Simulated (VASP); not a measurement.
Write the native input for VASP 6.6.1 that does the following.

```
Task                               : single point
Functional                         : PBEsol-based screened hybrid with 25 % exact exchange
Potentials or basis                : VASP PAW PBE potentials, release 64 (Pt)
Cutoff                             : 520 eV
k mesh                             : 6 × 6 × 6
Occupations                        : fermi-dirac, width 0.05 eV
Spin                               : no spin polarisation
Dipole correction                  : no
Grid for exact exchange (PRECFOCK) : Normal
Share of exact exchange            : 0.25
Further INCAR settings             : ALGO = Normal; EDIFF = 1e-06; NBANDS = 11
Screening parameter                : 0.207 1/Å
```

The system is Pt.

```
CELL_PARAMETERS angstrom
-1.55263 1.55263 1.55263
1.55263 -1.55263 1.55263
1.55263 1.55263 -1.55263
ATOMIC_POSITIONS crystal
Pt 0.00000 0.00000 0.00000
```

This isn't the form of Pt at room conditions, which is fcc.

These files were run (other wordings do the same):

POSCAR

```
Pt
1.0
   -1.5526331345      1.5526331345      1.5526331345
    1.5526331345     -1.5526331345      1.5526331345
    1.5526331345      1.5526331345     -1.5526331345
Pt
1
Direct
    0.0000000000      0.0000000000      0.0000000000
```

INCAR.step1

```
PREC = Accurate
ENCUT = 520
EDIFF = 1E-5
ISMEAR = -1
SIGMA = 0.05
LREAL = F
LASPH = T
NELM = 80
ALGO = Normal
ISIF = 2
LWAVE = T
NBANDS = 11
GGA = PE
```

INCAR.step2

```
PREC = Accurate
ENCUT = 520
EDIFF = 1E-6
ISMEAR = -1
SIGMA = 0.05
LREAL = F
LASPH = T
NELM = 80
ALGO = Normal
ISIF = 2
LWAVE = F
LCHARG = T
GGA = PS
LHFCALC = T
AEXX = 0.25
HFSCREEN = 0.207
PRECFOCK = Normal
LELF = T
LVHAR = T
NBANDS = 11
ISTART = 1
```

KPOINTS

```
Automatic mesh
0
Gamma
  6 6 6
```

Potentials or basis: VASP PAW PBE potentials, release 64 (Pt).

The run is started by

```sh
$ cat potpaw_PBE.64/Pt/POTCAR > POTCAR
$ cp INCAR.step1 INCAR
$ mpirun -np 1 vasp_std > vasp.out
$ cp INCAR.step2 INCAR
$ mpirun -np 1 vasp_std > vasp.out
```

Results of the run:

```yaml
Pressure: 0.4 GPa
Band_gap_on_the_k_mesh: zero (bands 5 and 6 overlap by 2.98 eV)
```

Caveat: the k points lie up to 0.48 Å⁻¹ apart, too coarse for converged energies and pressures of a metal; the PAW data sets were made with another functional, which shifts forces and pressure a little; spin-orbit coupling is left out, which moves the levels of the heavy elements.

Wall time 7.1 min on 1 thread of Intel(R) Xeon(R) Platinum 8488C (Sapphire Rapids) (shared host), peak memory 0.23 GiB.
